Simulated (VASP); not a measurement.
# InAs (F-43m) in VASP: settings compared, part 2 of 2

VASP 6.6.1. The steps go on from the part before.

## 3. Relaxation of cell and atoms, r2SCAN

This run uses another cell than the first one, of 29.63 Å³/atom, 1.040 times its volume.

File POSCAR:

```
InAs
1.0
    0.0000000000      3.0943470651      3.0943470651
    3.0943470651      0.0000000000      3.0943470651
    3.0943470651      3.0943470651      0.0000000000
In As
1 1
Direct
    0.0000000000      0.0000000000      0.0000000000
    0.2500000000      0.2500000000      0.2500000000
```

File INCAR.step1:

```
SYSTEM = InAs
PREC = Accurate
ENCUT = 600
ISMEAR = -1
SIGMA = 0.02
LREAL = .FALSE.
LASPH = .TRUE.
NELM = 80
GGA = PE
ALGO = Normal
EDIFF = 1E-4
LWAVE = .TRUE.
LCHARG = .FALSE.
```

File INCAR.step2:

```
SYSTEM = InAs
PREC = Accurate
ENCUT = 600
EDIFF = 1E-7
ISMEAR = -1
SIGMA = 0.02
LREAL = .FALSE.
LASPH = .TRUE.
NELM = 80
ALGO = Normal
ISIF = 3
LWAVE = .FALSE.
LCHARG = .FALSE.
METAGGA = R2SCAN
LMIXTAU = .TRUE.
IBRION = 2
NSW = 80
EDIFFG = -0.005
ISTART = 1
```

File KPOINTS:

```
regular mesh
0
G
  6 6 6
  0 0 0
```

Potentials or basis: VASP PAW PBE potentials, release 64 (In_d, As).

Command:

```
> cat potpaw_PBE.64/In_d/POTCAR potpaw_PBE.64/As/POTCAR > POTCAR
> cp INCAR.step1 INCAR
> mpirun -np 1 vasp_std > vasp.out
> cp INCAR.step2 INCAR
> mpirun -np 1 vasp_std > vasp.out
```

It took 3.1 min on 1 thread of Intel Xeon Platinum 8488C (Sapphire Rapids), shared host; peak memory 0.24 GiB.

The run converged. Its results:

| Quantity | Value |
| --- | --- |
| Free energy | -38.0466 eV |
| Relaxed volume | 28.52 Å³/atom |
| Relaxed cell | a = 4.321 Å, b = 4.321 Å, c = 4.321 Å, α = 60.00°, β = 60.00°, γ = 60.00° |
| Space group after relaxing (to 0.05 Å) | F-43m (No. 216) |
| Energy gained by relaxing | 6.9 meV/atom |
| Ionic steps | 3 |
| Pressure after relaxing | 0.0 GPa |
| Band gap on the k mesh | 0.07 eV, direct |

Step by step:
```csv
step,energy change (eV),largest force (eV/Å),pressure (GPa),volume (Å³)
1,0.0000,0.0000,-1.94,59.26
2,-0.0119,0.0000,0.80,56.24
3,-0.0138,0.0000,-0.02,57.04
```

Final structure:
```cif
data_structure
_symmetry_space_group_name_H-M 'P 1'
_symmetry_Int_Tables_number 1
_cell_length_a 4.3207
_cell_length_b 4.3207
_cell_length_c 4.3207
_cell_angle_alpha 60.000
_cell_angle_beta 60.000
_cell_angle_gamma 60.000
_cell_volume 57.04
loop_
_atom_site_label
_atom_site_type_symbol
_atom_site_fract_x
_atom_site_fract_y
_atom_site_fract_z
_atom_site_occupancy
In1 In 0.00000 0.00000 0.00000 1
As1 As 0.25000 0.25000 0.25000 1
```

Levels at points of the mesh, in eV from the valence-band top:
```csv
k point,band 6,band 7,band 8,band 9,band 10,band 11,band 12,band 13
"(0.00, 0.00, 0.00)",-12.10,0.00,0.00,0.00,0.07,4.25,4.25,4.25
"(0.50, 0.00, 0.00)",-10.65,-5.72,-0.97,-0.97,1.24,5.02,5.02,7.24
"(0.50, 0.50, 0.00)",-10.12,-5.80,-2.29,-2.29,1.87,2.34,9.62,9.72
```

Caveat: the PAW data sets were made with another functional, which shifts forces and pressure a little; spin-orbit coupling is left out, which moves the levels of the heavy elements.

## 4. Single point, PBE, non-collinear spin, zero start, spin-orbit coupling

File INCAR:

```
SYSTEM = InAs
ALGO = Normal ; EDIFF = 1E-7
ENCUT = 520 ; GGA = PE
GGA_COMPAT = .False. ; ISIF = 2
ISMEAR = -1 ; LASPH = .True.
LCHARG = .False. ; LORBIT = 11
LORBMOM = .True. ; LREAL = .False.
LSORBIT = .True. ; LWAVE = .False.
MAGMOM = 0 0 0 0 0 0 ; NBANDS = 30
NELM = 150 ; PREC = Accurate
SIGMA = 0.02
```

File KPOINTS:

```
k-points
0
Gamma
  8 8 8
  0 0 0
```

File POSCAR:

```
InAs
1.0
    0.0000000000      3.0545904709      3.0545904709
    3.0545904709      0.0000000000      3.0545904709
    3.0545904709      3.0545904709      0.0000000000
In As
1 1
Direct
    0.0000000000      0.0000000000      0.0000000000
    0.2500000000      0.2500000000      0.2500000000
```

Potentials or basis: VASP PAW PBE potentials, release 64 (In_d, As).

Command:

```
> cat potpaw_PBE.64/In_d/POTCAR potpaw_PBE.64/As/POTCAR > POTCAR
> mpirun -np 1 vasp_ncl > vasp.out
```

OUTCAR:

```text
SYSTEM = InAs
   EDIFF = 1E-7
   ENCUT = 520
   GGA = PE
   ISIF = 2
   ISMEAR = -1
   LASPH = .True.
   LORBIT = 11
   LREAL = .False.
   LSORBIT = .True.
   NELM = 150
   PREC = Accurate

 ion  position               nearest neighbor table
   1  0.000  0.000  0.000-   2 2.65   2 2.65   2 2.65   2 2.65
   2  0.250  0.250  0.250-   1 2.65   1 2.65   1 2.65   1 2.65

  LATTYP: Found a face centered cubic cell.
 ALAT       =     6.1091809418

  Lattice vectors:

 A1 = (   0.0000000000,   3.0545904709,   3.0545904709)
 A2 = (   3.0545904709,   0.0000000000,   3.0545904709)
 A3 = (   3.0545904709,   3.0545904709,   0.0000000000)

[... 1082 lines left out ...]
    -0.0000010    -0.0000003     0.0000000    -0.0000003     0.0000000
 l=   3
     0.0000000     0.0000000     0.0000000     0.0000000     0.0000000     0.0000000     0.0000000
     0.0000000     0.0000000     0.0000000     0.0000000     0.0000000     0.0000000     0.0000000
     0.0000000     0.0000000     0.0000000     0.0000000     0.0000000     0.0000000     0.0000000
     0.0000000     0.0000000     0.0000000     0.0000000     0.0000000     0.0000000     0.0000000
     0.0000000     0.0000000     0.0000000     0.0000000     0.0000000     0.0000000     0.0000000
     0.0000000     0.0000000     0.0000000     0.0000000     0.0000000     0.0000000     0.0000000
     0.0000000     0.0000000     0.0000000     0.0000000     0.0000000     0.0000000     0.0000000

 total charge

# of ion       s       p       d       tot
------------------------------------------
    1        0.848   0.706   9.885  11.439
    2        1.222   1.552   0.021   2.795
--------------------------------------------------
tot          2.071   2.258   9.906  14.234

 magnetization (x)

# of ion       s       p       d       tot
------------------------------------------
    1        0.000   0.000   0.000   0.000
    2        0.000   0.000  -0.000   0.000
--------------------------------------------------
tot          0.000   0.000   0.000   0.000

 magnetization (y)

# of ion       s       p       d       tot
------------------------------------------
    1        0.000   0.000   0.000   0.000
    2       -0.000   0.000   0.000  -0.000
--------------------------------------------------
tot         -0.000   0.000   0.000  -0.000

 magnetization (z)

# of ion       s       p       d       tot
------------------------------------------
    1       -0.000   0.000  -0.000  -0.000
    2       -0.000  -0.000  -0.000  -0.000
--------------------------------------------------
tot         -0.000  -0.000  -0.000  -0.000
```

stdout:

```text
POSCAR found type information on POSCAR InAs
 POSCAR found :  2 types and       2 ions
 scaLAPACK will be used
 LDA part: xc-table for (Slater+PW92), standard interpolation
 POSCAR, INCAR and KPOINTS ok, starting setup
 FFT: planning ... GRIDC
 FFT: planning ... GRID_SOFT
 FFT: planning ... GRID
 WAVECAR not read
 entering main loop
```

It took 2.1 min on 1 thread of Intel Xeon Platinum 8488C (Sapphire Rapids), shared host; peak memory 0.37 GiB.

Results:

| Property | Result |
| --- | --- |
| Free energy | -7.7511 eV |
| Pressure | 2.0 GPa |
| Net moment | 0.00 μB per cell |
| Valence electrons inside the program's atomic spheres | In 11.44; As 2.79 |

Moments on the atoms (μB; x, y, z):
```
In  0.00 0.00 0.00
As  0.00 0.00 0.00
```

## 5. The runs side by side

```csv
task,level,spin,cell,k mesh,cutoff (eV),gap on the mesh (eV),pressure (GPa)
single point,r2SCAN,off,"a = 4.320 Å, angles 60.0°, 2 atoms",8 × 8 × 8,520,0.08,0.0
relaxation of cell and atoms,r2SCAN,off,"relaxed from a = 4.376 Å, angles 60.0°, 2 atoms",6 × 6 × 6,600,0.07,0.0
single point,PBE,"non-collinear, zero start, SOC","a = 4.320 Å, angles 60.0°, 2 atoms",8 × 8 × 8,520,-,2.0
```

Alike in all rows: potentials or basis VASP PAW PBE potentials, release 64 (In_d, As); smearing fermi-dirac 0.02 eV.

Caveats: the PAW data sets were made with another functional, which shifts forces and pressure a little (some runs); spin-orbit coupling is left out, which moves the levels of the heavy elements (some runs).

Absolute energies hang on the potentials; compare differences alone.
